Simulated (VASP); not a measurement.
# KCl (Pm-3m) in VASP: notebook, part 2 of 2

VASP 6.6.1. Earlier steps stand in the parts before.

## 5. Single point, PBE (volume scaled by 0.920)

The input, INCAR:

```
  PREC = Accurate
  ENCUT = 520
  EDIFF = 1E-6
  ISMEAR = 0
  SIGMA = 0.05
  LREAL = F
  LASPH = T
  NELM = 100
  ALGO = Normal
  ISIF = 2
  LWAVE = F
  LCHARG = T
  GGA = PE
  LELF = T
  LVHAR = T
  NBANDS = 15
```

The input, KPOINTS:

```
regular mesh
0
Gamma
  8 8 8
```

The input, POSCAR:

```
KCl
1.0
    3.7302865804      0.0000000000      0.0000000000
    0.0000000000      3.7302865804      0.0000000000
    0.0000000000      0.0000000000      3.7302865804
K Cl
1 1
Direct
    0.0000000000      0.0000000000      0.0000000000
    0.5000000000      0.5000000000      0.5000000000
```

Potentials or basis: VASP PAW PBE potentials, release 64 (K_sv, Cl).

Launch:

```
$ cat potpaw_PBE.64/K_sv/POTCAR potpaw_PBE.64/Cl/POTCAR > POTCAR
$ mpirun -np 1 vasp_std > vasp.out
```

OUTCAR:

```text
PREC = Accurate
   ENCUT = 520
   EDIFF = 1E-6
   ISMEAR = 0
   LREAL = F
   LASPH = T
   NELM = 100
   ISIF = 2
   GGA = PE

 ion  position               nearest neighbor table
   1  0.000  0.000  0.000-   2 3.23   2 3.23   2 3.23   2 3.23   2 3.23   2 3.23   2 3.23   2 3.23

   2  0.500  0.500  0.500-   1 3.23   1 3.23   1 3.23   1 3.23   1 3.23   1 3.23   1 3.23   1 3.23

  LATTYP: Found a simple cubic cell.
 ALAT       =     3.7302865804

  Lattice vectors:

 A1 = (   3.7302865804,   0.0000000000,   0.0000000000)
 A2 = (   0.0000000000,   3.7302865804,   0.0000000000)
 A3 = (   0.0000000000,   0.0000000000,   3.7302865804)

Analysis of symmetry for initial positions (statically):
=====================================================================
 Subroutine PRICEL returns:
 Original cell was already a primitive cell.

 Routine SETGRP: Setting up the symmetry group for a
 simple cubic supercell.

 Subroutine GETGRP returns: Found 48 space group operations
[... 9 lines left out ...]

 Routine SETGRP: Setting up the symmetry group for a
 simple cubic supercell.

 Subroutine GETGRP returns: Found 48 space group operations
[... 11 lines left out ...]
                                     Primitive cell

  volume of cell :      51.9071

  direct lattice vectors                    reciprocal lattice vectors
     3.730286580  0.000000000  0.000000000     0.268075918  0.000000000  0.000000000
     0.000000000  3.730286580  0.000000000     0.000000000  0.268075918  0.000000000
     0.000000000  0.000000000  3.730286580     0.000000000  0.000000000  0.268075918

  length of vectors
     3.730286580  3.730286580  3.730286580     0.268075918  0.268075918  0.268075918

  position of ions in fractional coordinates (direct lattice)
     0.000000000  0.000000000  0.000000000
     0.500000000  0.500000000  0.500000000

  ion indices of the primitive-cell ions
   primitive index   ion index
                 1           1
                 2           2

----------------------------------------------------------------------------------------

 KPOINTS: regular mesh

Automatic generation of k-mesh.
 Grid dimensions read from file:
 generate k-points for:    8    8    8

 Generating k-lattice:

  Cartesian coordinates                     Fractional coordinates (reciprocal lattice)
     0.033509490  0.000000000  0.000000000     0.125000000  0.000000000  0.000000000
     0.000000000  0.033509490  0.000000000     0.000000000  0.125000000  0.000000000
     0.000000000  0.000000000  0.033509490     0.000000000  0.000000000  0.125000000

  Length of vectors
     0.033509490  0.033509490  0.033509490

  Shift w.r.t. Gamma in fractional coordinates (k-lattice)
     0.000000000  0.000000000  0.000000000

 Subroutine IBZKPT returns following result:
 ===========================================

 Found     35 irreducible k-points:

 Following reciprocal coordinates:
            Coordinates               Weight
  0.000000  0.000000  0.000000      1.000000
  0.125000  0.000000  0.000000      6.000000
  0.250000  0.000000  0.000000      6.000000
  0.375000  0.000000  0.000000      6.000000
  0.500000  0.000000  0.000000      3.000000
  0.125000  0.125000  0.000000     12.000000
[... 16 lines left out ...]
  0.375000  0.375000  0.125000     24.000000
  0.500000  0.375000  0.125000     24.000000
 [... further k-points ...]
   k-points           NKPTS =     35   k-points in BZ     NKDIM =     35   number of bands    NBANDS=     15
   number of dos      NEDOS =    301   number of ions     NIONS =      2
   total plane-waves  NPLWV =  21952
   dimension x,y,z NGX =    28 NGY =   28 NGZ =   28
   dimension x,y,z NGXF=    56 NGYF=   56 NGZF=   56
   ions per type =               1   1
   NGX,Y,Z   is equivalent  to a cutoff of  12.48, 12.48, 12.48 a.u.
   NGXF,Y,Z  is equivalent  to a cutoff of  24.96, 24.96, 24.96 a.u.
 SYSTEM =  unknown system
   PREC   = accura    normal or accurate (medium, high low for compatibility)
   ISTART =      0    job   : 0-new  1-cont  2-samecut
   ICHARG =      2    charge: 1-file 2-atom 10-const
   ISPIN  =      1    spin polarized calculation?
   LNONCOLLINEAR =      F non collinear calculations
   LSORBIT =      F    spin-orbit coupling
   LASPH  =      T    aspherical Exc in radial PAW
   ENCUT  =  520.0 eV  38.22 Ry    6.18 a.u.   6.94  6.94  6.94*2*pi/ulx,y,z
   NELM   =    100;   NELMIN=  2; NELMDL= -5     # of ELM steps
   EDIFF  = 0.1E-05   stopping-criterion for ELM
   LREAL  =      F    real-space projection
[... 7 lines left out ...]
   TEBEG  =    0.0;   TEEND  =   0.0 temperature during run
   PSTRESS=    0.0 pullay stress
   NELECT =      16.0000    total number of electrons
   NUPDOWN=      -1.0000    fix difference up-down
   EMIN   =  10.00;   EMAX   =-10.00  energy-range for DOS
   EFERMI =   0.00;   METHOD = LEGACY
   ISMEAR =     0;   SIGMA  =   0.05  broadening in eV -4-tet -1-fermi 0-gaus
   EFERMI_NEDOS =   21; number of points for ismear=-14 and -15
   IALGO  =     38    algorithm
   IMIX   =      4    mixing-type and parameters
     AMIX     =   0.40;   BMIX     =  1.00
     AMIX_MAG =   1.60;   BMIX_MAG =  1.00
  volume/ion in A,a.u.               =      25.95       175.14
  Fermi-wavevector in a.u.,A,eV,Ry     =   1.105875  2.089800 16.639368  1.222959
  Thomas-Fermi vector in A             =   2.242368
   LORBIT       =      0    0 simple, 1 ext, 2 COOP (PROOUT), +10 PAW based schemes
   GGA     = PE    functional components
   LHFCALC =     F    Hartree Fock is set to
   AEXX    =    0.0000 exact exchange contribution
   IVDW    =     0    specifies the selected vdW correction
   LEPSILON=     F    determine dielectric tensor
   LRPA    =     F    only Hartree local field effects (RPA)
 non-spin polarized calculation
 Gauss-broadening in eV      SIGMA  =   0.05
  energy-cutoff  :      520.00
  volume of cell :       51.91
 maximum number of plane-waves:      1420
 NGX is ok and might be reduce to    28
   NGX = 13   NGY = 13   NGZ = 13

 number of electron      15.9999996 magnetization

 Free energy of the ion-electron system (eV)
  ---------------------------------------------------
  ext. energy  EPLUGINS =         0.00000000
  ---------------------------------------------------
  free energy    TOTEN  =        -6.62838578 eV

  energy without entropy =       -6.62838578  energy(sigma->0) =       -6.62838578

 E-fermi :  -0.1341     XC(G=0):  -8.4517

 val. band max:       -0.3868974994   @ k =   0.5000   0.5000   0.0000
 cond. band min:       4.7938421500   @ k =   0.0000   0.0000   0.0000
 fundamental gap:      5.1807396494
 Fermi energy:        -0.1341135424

 k-point     1 :       0.0000    0.0000    0.0000
  band No.  band energies     occupation
      1     -28.3077      2.00000
      2     -13.1251      2.00000
      3     -11.6756      2.00000
      4     -11.6756      2.00000
      5     -11.6756      2.00000
      6      -0.6062      2.00000
      7      -0.6062      2.00000
      8      -0.6062      2.00000
      9       4.7938      0.00000
     10       6.0967      0.00000
     11       6.0967      0.00000
     12      10.4839      0.00000
     13      10.4839      0.00000
     14      10.4839      0.00000
     15      13.5679      0.00000
[... 397 lines left out ...]
 k-point    24 :       0.5000    0.3750    0.1250
  band No.  band energies     occupation
      1     -28.2551      2.00000
      2     -12.8771      2.00000
      3     -11.9091      2.00000
      4     -11.8672      2.00000
      5     -11.6517      2.00000
      6      -1.8232      2.00000
      7      -1.6011      2.00000
      8      -0.6803      2.00000
      9       6.3946      0.00000
     10       7.5514      0.00000
     11       8.6644      0.00000
     12       8.8098      0.00000
     13      10.4012      0.00000
     14      11.0352      0.00000
     15      12.2740      0.00000

 [... further k-points ...]

------------------------ aborting loop because EDIFF is reached ----------------------------------------

  FORCE on cell =-STRESS in cart. coord.  units (eV):
  Direction    XX          YY          ZZ          XY          YZ          ZX
  --------------------------------------------------------------------------------------
  -------------------------------------------------------------------------------------
  Total        0.6280919      0.6280919      0.6280919     -0.0000000     -0.0000000     -0.0000000
  in kB       19.3868469     19.3868469     19.3868469     -0.0000000     -0.0000000     -0.0000000
  external PRESSURE =      19.3868469 kB  Pullay stress =       0.0000000 kB

 VOLUME and BASIS-vectors are now :
 -----------------------------------------------------------------------------
  energy-cutoff  :      520.00
  volume of cell :       51.91
      direct lattice vectors                 reciprocal lattice vectors
     3.730286580  0.000000000  0.000000000     0.268075918  0.000000000  0.000000000
     0.000000000  3.730286580  0.000000000     0.000000000  0.268075918  0.000000000
     0.000000000  0.000000000  3.730286580     0.000000000  0.000000000  0.268075918

 POSITION                                       TOTAL-FORCE (eV/Angst)
 -----------------------------------------------------------------------------------
      0.00000      0.00000      0.00000         0.000000      0.000000      0.000000
      1.86514      1.86514      1.86514         0.000000      0.000000      0.000000
 -----------------------------------------------------------------------------------
    total drift:                               -0.000000      0.000000      0.000000

  FREE ENERGIE OF THE ION-ELECTRON SYSTEM (eV)
  ---------------------------------------------------
  free  energy   TOTEN  =        -6.6283857759 eV

  energy  without entropy=       -6.6283857759  energy(sigma->0) =       -6.62838578
```

OSZICAR:

```text
N       E                     dE             d eps       ncg     rms          rms(c)
DAV:   1     0.109489415172E+03    0.10949E+03   -0.74757E+03  1050   0.992E+02
DAV:   2    -0.926510054765E+00   -0.11042E+03   -0.10223E+03  1383   0.249E+02
DAV:   3    -0.674248608473E+01   -0.58160E+01   -0.57876E+01  1479   0.512E+01
DAV:   4    -0.692172548493E+01   -0.17924E+00   -0.17919E+00  1549   0.853E+00
DAV:   5    -0.692293578916E+01   -0.12103E-02   -0.12103E-02  1456   0.804E-01    0.324E+00
DAV:   6    -0.665809107875E+01    0.26484E+00   -0.28208E-01  1281   0.325E+00    0.271E+00
DAV:   7    -0.662606407174E+01    0.32027E-01   -0.87827E-02  1379   0.200E+00    0.160E+00
DAV:   8    -0.662814853376E+01   -0.20845E-02   -0.16305E-02  1396   0.997E-01    0.208E-01
DAV:   9    -0.662816298166E+01   -0.14448E-04   -0.66882E-04  1414   0.182E-01    0.101E-01
DAV:  10    -0.662838828078E+01   -0.22530E-03   -0.30218E-04  1197   0.140E-01    0.263E-02
DAV:  11    -0.662838495215E+01    0.33286E-05   -0.12060E-05  1472   0.263E-02    0.895E-03
DAV:  12    -0.662838577586E+01   -0.82371E-06   -0.66998E-07   932   0.691E-03
   1 F= -.66283858E+01 E0= -.66283858E+01  d E =-.131244E-14
```

It took 34 s on 1 thread of Intel Xeon 8259CL, shared host; peak memory 0.17 GiB.

What came out:

```yaml
Free_energy: -6.6284 eV
Pressure: 1.9 GPa
Band_gap_on_the_k_mesh: 5.18 eV, indirect (least direct gap 5.40 eV)
```

 A k mesh can miss the band edges.

## 6. Single point, PBE (volume scaled by 0.960)

The input, INCAR:

```
PREC = Accurate
ENCUT = 520
EDIFF = 1E-6
ISMEAR = 0
SIGMA = 0.05
LREAL = False
LASPH = True
NELM = 60
ALGO = Normal
ISIF = 2
LWAVE = False
LCHARG = False
GGA = PE
NBANDS = 15
```

The input, KPOINTS:

```
Automatic mesh
0
Gamma
  8 8 8
```

The input, POSCAR:

```
KCl
1.0
    3.7835835894      0.0000000000      0.0000000000
    0.0000000000      3.7835835894      0.0000000000
    0.0000000000      0.0000000000      3.7835835894
K Cl
1 1
Direct
    0.0000000000      0.0000000000      0.0000000000
    0.5000000000      0.5000000000      0.5000000000
```

Potentials or basis: VASP PAW PBE potentials, release 64 (K_sv, Cl).

Launch:

```
$ cat potpaw_PBE.64/K_sv/POTCAR potpaw_PBE.64/Cl/POTCAR > POTCAR
$ mpirun -np 1 vasp_std > vasp.out
```

Wall time 33 s (1 thread of Intel Xeon 8259CL, shared host); peak memory 0.17 GiB.

The run converged. Its results:

| Property | Result |
| --- | --- |
| Free energy | -6.6486 eV |
| Pressure | 0.9 GPa |
| Band gap on the k mesh | 4.98 eV, indirect (least direct gap 5.20 eV) |

Levels at points of the mesh, in eV from the valence-band top:
| k point | band 6 | band 7 | band 8 | band 9 | band 10 | band 11 |
| --- | --- | --- | --- | --- | --- | --- |
| (0.00, 0.00, 0.00) | -0.21 | -0.21 | -0.21 | 4.98 | 6.53 | 6.53 |
| (0.50, 0.00, 0.00) | -1.87 | -0.23 | -0.23 | 7.92 | 7.94 | 8.49 |
| (0.50, 0.50, 0.00) | -1.26 | -1.26 | 0.00 | 6.22 | 7.34 | 8.98 |
| (0.50, 0.50, 0.50) | -1.41 | -1.41 | -1.41 | 8.95 | 8.95 | 8.95 |

## 7. Summary

| cell | gap on the mesh (eV) | pressure (GPa) |
| --- | --- | --- |
| a = 3.560 Å, 2 atoms | 5.93 | 7.2 |
| a = 3.619 Å, 2 atoms | 5.65 | 5.0 |
| a = 3.675 Å, 2 atoms | 5.40 | 3.3 |
| a = 3.730 Å, 2 atoms | 5.18 | 1.9 |
| a = 3.784 Å, 2 atoms | 4.98 | 0.9 |

Alike in all rows: task single point; level PBE; potentials or basis VASP PAW PBE potentials, release 64 (K_sv, Cl); no spin polarisation; k mesh 8 × 8 × 8; cutoff (eV) 520; smearing gaussian 0.05 eV.

Total energies depend on the potentials used, so only differences within one code and one set of settings carry meaning.
